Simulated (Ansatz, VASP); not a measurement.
**GaP: VASP beside Ansatz**

INCAR

```
SYSTEM = GaP
ALGO = Normal
EDIFF = 1E-6
ENCUT = 520
GGA = PE
ISIF = 2
ISMEAR = 0
LASPH = .TRUE.
LCHARG = .TRUE.
LELF = .TRUE.
LREAL = .FALSE.
LVHAR = .TRUE.
LWAVE = .FALSE.
NBANDS = 16
NELM = 80
PREC = Accurate
SIGMA = 0.05
```

Contents of KPOINTS:

```
k-points
0
G
  8 8 8
  0 0 0
```

The input POSCAR:

```
GaP
1.0
    0.0000000000      2.8342600000      2.6162400000
    2.8342600000      0.0000000000      2.6162400000
    2.8342600000      2.8342600000      0.0000000000
Ga P
1 1
Direct
    0.0000000000      0.0000000000      0.0000000000
    0.7500000000      0.7500000000      0.7500000000
```

Input for Ansatz:

```yaml
crystal:
  lattice:
    - [0.0, 2.83426, 2.61624]
    - [2.83426, 0.0, 2.61624]
    - [2.83426, 2.83426, 0.0]
  atoms:
    - { symbol: Ga, position: [0.0, 0.0, 0.0] }
    - { symbol: P, position: [0.75, 0.75, 0.75] }
basis:
  ecutwfc: 420
kpoints:
  mp_grid: { grid: [8, 8, 8] }
hamiltonian:
  xc: pbe
scf:
  occupations: { method: gaussian, width: 0.05 }
output:
  forces: true
  stress: true
  eigenvalues: true
```

Change from the starting cell: strain +0.040 along x and y, -0.040 along z, atoms carried along.

Alike in both runs: task single point; functional PBE; k mesh 8 × 8 × 8; occupations gaussian, width 0.05 eV; no spin polarisation.

|  | VASP | Ansatz |
| --- | --- | --- |
| version | VASP 6.6.1 | Ansatz 0.2.0 |
| potentials or method | VASP PAW PBE potentials, release 64 (Ga_d, P), cutoff 520 eV | scalar-relativistic, plane waves, PAW |
| valence electrons in the cell | 18 | 18 |

VASP gave:

```
gap on the k mesh at the Fermi level (eV)                     : 0.97
least direct gap on the mesh (eV)                             : 1.22
pressure (GPa)                                                : -0.7
traceless stress, the component that is largest in VASP (GPa) : 3.36
```

Problem. Estimate Ansatz's values.

Solution. gap on the k mesh at the Fermi level (eV): 0.97; least direct gap on the mesh (eV): 1.22; pressure (GPa): -0.7; traceless stress, the component that is largest in VASP (GPa): 3.35.
